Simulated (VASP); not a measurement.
Runs of VASP 6.6.1 on InAs2. The structure is that of space group Fm-3m (No. 225), or close to it. The cells are those of the table. The cell was built from a structure type or drawn by symmetry, and may not be a known phase.

| task | cell | k mesh | cutoff (eV) | gap on the mesh (eV) | pressure (GPa) |
| --- | --- | --- | --- | --- | --- |
| single point | a = 4.970 Å, angles 60.0°, 3 atoms | 4 × 4 × 4 | 520 | none | (a) |
| single point | a = 4.736 Å, angles 60.0°, 3 atoms | 12 × 12 × 12 | 520 | none | 0.0 |
| single point | a = 4.753 Å, angles 60.0°, 3 atoms | 4 × 4 × 4 | 520 | none | -0.2 |
| relaxation of cell and atoms | relaxed from a = 4.970 Å, angles 60.0°, 3 atoms | 4 × 4 × 4 | 600 | none | 0.0 |

Alike in all rows: level PBE; potentials or basis VASP PAW PBE potentials, release 64 (In_d, As); no spin polarisation; smearing gaussian 0.1 eV.

**Question.** Fill in the values left out.

**Answer.** (a) -6.0.

Caveats: some runs use coarse meshes; spin-orbit coupling is left out, which moves the levels of the heavy elements.

A k mesh can miss the band edges, and the runs leave out spin-orbit coupling on As, In.

A gap of «none» marks levels without a gap at the run's occupations.
